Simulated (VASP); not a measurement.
## GaSb: electric field gradients with PBE

GaSb:

```xyz
2
Lattice="0.0000 3.0993 3.0993 3.0993 0.0000 3.0993 3.0993 3.0993 0.0000" Properties=species:S:1:pos:R:3 pbc="T T T"
Ga    0.0000    0.0000    0.0000
Sb    4.6489    4.6489    4.6489
```

This cell differs from its parent crystal: volume scaled by 1.04.

```json
{"Program": "VASP 6.6.1", "Task": "electric field gradients", "Functional": "PBE", "Potentials or basis": "VASP PAW PBE potentials, release 64 (Ga_d, Sb)", "Cutoff": "520 eV", "k mesh": "12 × 12 × 12", "Occupations": "fermi-dirac, width 0.08 eV", "Spin": "no spin polarisation", "Dipole correction": "no", "Further INCAR settings": "ALGO = Normal; EDIFF = 1e-08; NBANDS = 16"}
```

The pressure is 0.4 GPa and the band gap on the k mesh is zero (filled and empty bands touch).

Levels at points of the mesh, in eV from the Fermi level:
```csv
k point,band 5,band 6,band 7,band 8,band 9,band 10,band 11,band 12,band 13,band 14
"(0.00, 0.00, 0.00)",-15.05,-11.34,-0.37,-0.13,-0.13,-0.13,2.65,2.65,2.65,5.64
"(0.50, 0.00, 0.00)",-15.05,-9.82,-6.31,-1.23,-1.23,0.19,3.61,3.61,6.36,8.97
"(0.50, 0.50, 0.00)",-15.05,-9.05,-6.77,-2.57,-2.57,0.81,1.19,8.30,8.30,9.60
```

Wall time 48 s on 1 thread of Intel(R) Xeon(R) 6975P-C (Granite Rapids), on a shared host, peak memory 0.24 GiB.

Caveat: without QUAD_EFG the Cq values of the log hold for a quadrupole moment of 1 mb, not for the nuclei; spin-orbit coupling is left out, which moves the levels of the heavy elements.
